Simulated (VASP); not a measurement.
# NiSb (P6_3/mmc) in VASP: single point with PBE

Aim: the single point of NiSb with PBE.

All numbers are computed with VASP 6.6.1; they aren't measurements. Logs are shortened: lines on timing, memory, paths and dates and some standing lists are left out, and cuts for length are marked.

**1. The cell of the first run**

Symmetry: P6_3/mmc, No. 194, hexagonal system. Conventional cell: a = 3.928 Å, b = 3.928 Å, c = 5.120 Å, α = 90.00°, β = 90.00°, γ = 120.00°. Within 3.4 Å of Ni (site symmetry -3m) lie 2 Ni at 2.56 Å and 6 Sb at 2.60 Å. Sb (site symmetry -6m2) has 6 Ni at 2.60 Å and 6 Sb at 3.42 Å within 3.5 Å.

**2. Single point, PBE, collinear spin, ferromagnetic start**

INCAR

```
PREC     = Accurate       # precision mode
ENCUT    = 520            # plane-wave cutoff, eV
EDIFF    = 1E-6           # SCF threshold, eV
ISMEAR   = -1             # smearing method
SIGMA    = 0.05           # smearing width, eV
LREAL    = False          # projectors in reciprocal space
LASPH    = True           # aspherical terms in the spheres
NELM     = 150            # most SCF steps
ALGO     = Normal         # electronic algorithm
ISIF     = 2              # what is computed and relaxed
LWAVE    = False          # write WAVECAR
LCHARG   = True           # write CHGCAR
ISPIN    = 2              # spin polarisation
MAGMOM   = 0.2 0.2 0 0    # initial moments
LORBIT   = 11             # projections on sites
NUPDOWN  = 0.4            # fixed moment
LMAXMIX  = 4              # l up to which the mixer works
GGA      = PE             # functional
LELF     = True           # ELF
LVHAR    = True         
NBANDS   = 27             # bands
```

KPOINTS

```
Automatic mesh
0
Gamma
  10 10 7
```

POSCAR

```
NiSb
1.0
    3.9280000000      0.0000000000      0.0000000000
   -1.9640000000      3.4017477861      0.0000000000
    0.0000000000      0.0000000000      5.1200000000
Ni Sb
2 2
Direct
    0.0000000000      0.0000000000      0.0000000000
    0.0000000000      0.0000000000      0.5000000000
    0.3333333333      0.6666666667      0.2500000000
    0.6666666667      0.3333333333      0.7500000000
```

Potentials or basis: VASP PAW PBE potentials, release 64 (Ni, Sb).

The run is started by

```bash
$ cat potpaw_PBE.64/Ni/POTCAR potpaw_PBE.64/Sb/POTCAR > POTCAR
$ mpirun -np 1 vasp_std > vasp.out
```

OUTCAR:

```text
PREC = Accurate
   ENCUT = 520
   EDIFF = 1E-6
   ISMEAR = -1
   LREAL = False
   LASPH = True
   NELM = 150
   ISIF = 2
   ISPIN = 2
   LORBIT = 11
   NUPDOWN = 0.4
   GGA = PE

 ion  position               nearest neighbor table
   1  0.000  0.000  0.000-   2 2.56   2 2.56   4 2.60   3 2.60   4 2.60   3 2.60   4 2.60   3 2.60

   2  0.000  0.000  0.500-   1 2.56   1 2.56   4 2.60   3 2.60   4 2.60   3 2.60   4 2.60   3 2.60

   3  0.333  0.667  0.250-   1 2.60   2 2.60   1 2.60   2 2.60   1 2.60   2 2.60   4 3.42   4 3.42
                             4 3.42   4 3.42   4 3.42   4 3.42
   4  0.667  0.333  0.750-   1 2.60   2 2.60   1 2.60   2 2.60   1 2.60   2 2.60   3 3.42   3 3.42
                             3 3.42   3 3.42   3 3.42   3 3.42

  LATTYP: Found a hexagonal cell.
 ALAT       =     3.9280000000
 C/A-ratio  =     1.3034623218

  Lattice vectors:

 A1 = (   3.9280000000,   0.0000000000,   0.0000000000)
 A2 = (  -1.9640000000,   3.4017477861,   0.0000000000)
 A3 = (   0.0000000000,   0.0000000000,   5.1200000000)

Analysis of symmetry for initial positions (statically):
=====================================================================
 Subroutine PRICEL returns:
 Original cell was already a primitive cell.

 Routine SETGRP: Setting up the symmetry group for a
 hexagonal supercell.

 Subroutine GETGRP returns: Found 24 space group operations
 (whereof 12 operations were pure point group operations)
 out of a pool of 24 trial point group operations.

The static configuration has the point symmetry D_3d.
 The point group associated with its full space group is D_6h.

Analysis of symmetry for dynamics (positions and initial velocities):
=====================================================================
 Subroutine PRICEL returns:
 Original cell was already a primitive cell.

 Routine SETGRP: Setting up the symmetry group for a
 hexagonal supercell.

 Subroutine GETGRP returns: Found 24 space group operations
 (whereof 12 operations were pure point group operations)
 out of a pool of 24 trial point group operations.

The dynamic configuration has the point symmetry D_3d.
 The point group associated with its full space group is D_6h.

Analysis of structural, dynamic, and magnetic symmetry:
=====================================================================
 Subroutine PRICEL returns:
 Original cell was already a primitive cell.

 Routine SETGRP: Setting up the symmetry group for a
 hexagonal supercell.

 Subroutine GETGRP returns: Found 24 space group operations
 (whereof 12 operations were pure point group operations)
 out of a pool of 24 trial point group operations.

The overall configuration has the point symmetry D_3d.
 The point group associated with its full space group is D_6h.

 Subroutine INISYM returns: Found 24 space group operations
 (whereof 12 operations are pure point group operations),
 and found     1 'primitive' translations

----------------------------------------------------------------------------------------

                                     Primitive cell

  volume of cell :      68.4138

  direct lattice vectors                    reciprocal lattice vectors
     3.928000000  0.000000000  0.000000000     0.254582485  0.146983266  0.000000000
    -1.964000000  3.401747786  0.000000000     0.000000000  0.293966532  0.000000000
     0.000000000  0.000000000  5.120000000     0.000000000  0.000000000  0.195312500

  length of vectors
     3.928000000  3.928000000  5.120000000     0.293966532  0.293966532  0.195312500

  position of ions in fractional coordinates (direct lattice)
     0.000000000  0.000000000  0.000000000
     0.000000000  0.000000000  0.500000000
     0.333333333  0.666666667  0.250000000
     0.666666667  0.333333333  0.750000000

  ion indices of the primitive-cell ions
   primitive index   ion index
                 1           1
                 2           2
                 3           3
                 4           4

----------------------------------------------------------------------------------------

 KPOINTS: Automatic mesh

Automatic generation of k-mesh.
 Grid dimensions read from file:
 generate k-points for:   10   10    7

 Generating k-lattice:

  Cartesian coordinates                     Fractional coordinates (reciprocal lattice)
     0.025458248  0.014698327  0.000000000     0.100000000  0.000000000  0.000000000
     0.000000000  0.029396653  0.000000000     0.000000000  0.100000000  0.000000000
     0.000000000  0.000000000  0.027901786     0.000000000  0.000000000  0.142857143

  Length of vectors
     0.029396653  0.029396653  0.027901786

  Shift w.r.t. Gamma in fractional coordinates (k-lattice)
     0.000000000  0.000000000  0.000000000

 Subroutine IBZKPT returns following result:
 ===========================================

 Found     56 irreducible k-points:

 Following reciprocal coordinates:
            Coordinates               Weight
  0.000000  0.000000  0.000000      1.000000
  0.100000  0.000000  0.000000      6.000000
  0.200000  0.000000  0.000000      6.000000
  0.300000  0.000000  0.000000      6.000000
  0.400000  0.000000  0.000000      6.000000
  0.500000  0.000000  0.000000      3.000000
[... 16 lines left out ...]
  0.300000  0.100000  0.142857     24.000000
  0.400000  0.100000  0.142857     24.000000
 [... further k-points ...]
   k-points           NKPTS =     56   k-points in BZ     NKDIM =     56   number of bands    NBANDS=     27
   number of dos      NEDOS =    301   number of ions     NIONS =      4
   total plane-waves  NPLWV =  36000
   dimension x,y,z NGX =    30 NGY =   30 NGZ =   40
   dimension x,y,z NGXF=    60 NGYF=   60 NGZF=   80
   ions per type =               2   2
   NGX,Y,Z   is equivalent  to a cutoff of  12.70, 12.70, 12.99 a.u.
   NGXF,Y,Z  is equivalent  to a cutoff of  25.39, 25.39, 25.98 a.u.
 SYSTEM =  unknown system
   PREC   = accura    normal or accurate (medium, high low for compatibility)
   ISTART =      0    job   : 0-new  1-cont  2-samecut
   ICHARG =      2    charge: 1-file 2-atom 10-const
   ISPIN  =      2    spin polarized calculation?
   LNONCOLLINEAR =      F non collinear calculations
   LSORBIT =      F    spin-orbit coupling
   LASPH  =      T    aspherical Exc in radial PAW
   ENCUT  =  520.0 eV  38.22 Ry    6.18 a.u.   7.30  7.30  9.52*2*pi/ulx,y,z
   NELM   =    150;   NELMIN=  2; NELMDL= -5     # of ELM steps
   EDIFF  = 0.1E-05   stopping-criterion for ELM
   LREAL  =      F    real-space projection
   EDIFFG = 0.1E-04   stopping-criterion for IOM
   NSW    =      0    number of steps for IOM
   IBRION =     -1    ionic relax: 0-MD 1-quasi-New 2-CG
   NFREE  =      0    steps in history (QN), initial steepest desc. (CG)
   ISIF   =      2    stress and relaxation
   ISYM   =      2    0-nonsym 1-usesym 2-fastsym
   POTIM  = 0.5000    time-step for ionic-motion
   TEBEG  =    0.0;   TEEND  =   0.0 temperature during run
   PSTRESS=    0.0 pullay stress
   NELECT =      30.0000    total number of electrons
   NUPDOWN=       0.4000    fix difference up-down
   EMIN   =  10.00;   EMAX   =-10.00  energy-range for DOS
   EFERMI =   0.00;   METHOD = LEGACY
   ISMEAR =    -1;   SIGMA  =   0.05  broadening in eV -4-tet -1-fermi 0-gaus
   EFERMI_NEDOS =   21; number of points for ismear=-14 and -15
   IALGO  =     38    algorithm
   IMIX   =      4    mixing-type and parameters
     AMIX     =   0.40;   BMIX     =  1.00
     AMIX_MAG =   1.60;   BMIX_MAG =  1.00
  volume/ion in A,a.u.               =      17.10       115.42
  Fermi-wavevector in a.u.,A,eV,Ry     =   1.243753  2.350352 21.047138  1.546921
  Thomas-Fermi vector in A             =   2.378050
   LORBIT       =     11    0 simple, 1 ext, 2 COOP (PROOUT), +10 PAW based schemes
   GGA     = PE    functional components
   LHFCALC =     F    Hartree Fock is set to
   AEXX    =    0.0000 exact exchange contribution
   IVDW    =     0    specifies the selected vdW correction
   LEPSILON=     F    determine dielectric tensor
   LRPA    =     F    only Hartree local field effects (RPA)
 spin polarized calculation
  energy-cutoff  :      520.00
  volume of cell :       68.41
 maximum number of plane-waves:      1860
 NGX is ok and might be reduce to    30
   NGX = 15   NGY = 15   NGZ = 19

 number of electron      30.0000034 magnetization       0.4000001

 Free energy of the ion-electron system (eV)
  ---------------------------------------------------
  ext. energy  EPLUGINS =         0.00000000
  ---------------------------------------------------
  free energy    TOTEN  =       -20.26561372 eV

  energy without entropy =      -20.24706173  energy(sigma->0) =      -20.25633772

 E-fermi :   9.9418     XC(G=0): -11.5317

 val. band max:       10.2052923818   @ k =   0.3000   0.2000   0.1429
 cond. band min:       9.9645763456   @ k =   0.1000   0.1000   0.0000
 fundamental gap:     -0.2407160362
 Fermi energy:        10.2064506772

 spin component 1

 k-point     1 :       0.0000    0.0000    0.0000
  band No.  band energies     occupation
      1      -2.9503      1.00000
      2       1.6203      1.00000
      3       3.7721      1.00000
      4       6.0669      1.00000
      5       6.0669      1.00000
      6       6.7975      1.00000
[... 19 lines left out ...]
     26      19.7205      0.00000
     27      19.7205      0.00000

 k-point     2 :       0.1000    0.0000    0.0000
  band No.  band energies     occupation
      1      -2.8243      1.00000
      2       1.6119      1.00000
      3       3.9136      1.00000
      4       6.0429      1.00000
      5       6.0941      1.00000
      6       6.7533      1.00000
[... 652 lines left out ...]
 k-point    24 :       0.4000    0.1000    0.1429
  band No.  band energies     occupation
      1      -0.5254      1.00000
      2       0.5300      1.00000
      3       3.9338      1.00000
      4       5.5880      1.00000
      5       6.1320      1.00000
      6       6.5109      1.00000
[... 19 lines left out ...]
     26      22.7724      0.00000
     27      23.3204      0.00000

 [... further k-points ...]

 spin component 2

 k-point     1 :       0.0000    0.0000    0.0000
  band No.  band energies     occupation
      1      -2.9099      1.00000
      2       1.6565      1.00000
      3       3.8289      1.00000
      4       6.1722      1.00000
      5       6.1722      1.00000
      6       6.9361      1.00000
[... 19 lines left out ...]
     26      19.7783      0.00000
     27      19.7783      0.00000

 k-point     2 :       0.1000    0.0000    0.0000
  band No.  band energies     occupation
      1      -2.7839      1.00000
      2       1.6496      1.00000
      3       3.9706      1.00000
      4       6.1389      1.00000
      5       6.1990      1.00000
      6       6.8874      1.00000
[... 652 lines left out ...]
 k-point    24 :       0.4000    0.1000    0.1429
  band No.  band energies     occupation
      1      -0.4831      1.00000
      2       0.5747      1.00000
      3       3.9780      1.00000
      4       5.6451      1.00000
      5       6.1980      1.00000
      6       6.6080      1.00000
[... 19 lines left out ...]
     26      22.8165      0.00000
     27      23.3570      0.00000

 [... further k-points ...]

------------------------ aborting loop because EDIFF is reached ----------------------------------------

  FORCE on cell =-STRESS in cart. coord.  units (eV):
  Direction    XX          YY          ZZ          XY          YZ          ZX
  --------------------------------------------------------------------------------------
  -------------------------------------------------------------------------------------
  Total        1.7962994      1.7962994      1.3720490      0.0000000      0.0000000      0.0000000
  in kB       42.0674094     42.0674094     32.1319175      0.0000000      0.0000000      0.0000000
  external PRESSURE =      38.7555788 kB  Pullay stress =       0.0000000 kB

 VOLUME and BASIS-vectors are now :
 -----------------------------------------------------------------------------
  energy-cutoff  :      520.00
  volume of cell :       68.41
      direct lattice vectors                 reciprocal lattice vectors
     3.928000000  0.000000000  0.000000000     0.254582485  0.146983266  0.000000000
    -1.964000000  3.401747786  0.000000000     0.000000000  0.293966532  0.000000000
     0.000000000  0.000000000  5.120000000     0.000000000  0.000000000  0.195312500

 POSITION                                       TOTAL-FORCE (eV/Angst)
 -----------------------------------------------------------------------------------
      0.00000      0.00000      0.00000         0.000000      0.000000      0.000000
      0.00000      0.00000      2.56000         0.000000      0.000000      0.000000
     -0.00000      2.26783      1.28000         0.000000      0.000000     -0.000000
      1.96400      1.13392      3.84000        -0.000000     -0.000000     -0.000000
 -----------------------------------------------------------------------------------
    total drift:                                0.000000     -0.000000     -0.000000

  FREE ENERGIE OF THE ION-ELECTRON SYSTEM (eV)
  ---------------------------------------------------
  free  energy   TOTEN  =       -20.2656137195 eV

  energy  without entropy=      -20.2470617275  energy(sigma->0) =      -20.25633772

 total charge

# of ion       s       p       d       tot
------------------------------------------
    1        0.451   0.487   8.463   9.401
    2        0.451   0.487   8.463   9.401
    3        1.132   1.224   0.076   2.432
    4        1.132   1.224   0.076   2.432
--------------------------------------------------
tot          3.166   3.422  17.079  23.667

 magnetization (x)

# of ion       s       p       d       tot
------------------------------------------
    1        0.003   0.008   0.129   0.140
    2        0.003   0.008   0.129   0.140
    3        0.012   0.020   0.001   0.032
    4        0.012   0.020   0.001   0.032
--------------------------------------------------
tot          0.030   0.054   0.260   0.345
```

Run time: 1.8 min. Hardware: 1 thread of Intel Xeon 6975P-C (Granite Rapids), shared host; peak memory 0.31 GiB.

What came out:

| Item | Value |
| --- | --- |
| Free energy | -20.2656 eV |
| Pressure | 3.9 GPa |
| Net moment | 0.40 μB per cell |
| Site moments | Ni +0.14; Sb +0.03 μB |
| Valence electrons inside the program's atomic spheres | Ni 9.40; Sb 2.43 |

Stress tensor (GPa, compression positive):
```
4.21 0.00 0.00
0.00 4.21 0.00
0.00 0.00 3.21
```

Caveat: the cell stands under pressure; spin-orbit coupling is left out, which moves the levels of the heavy elements; the total moment is fixed, so each spin has its own Fermi level.
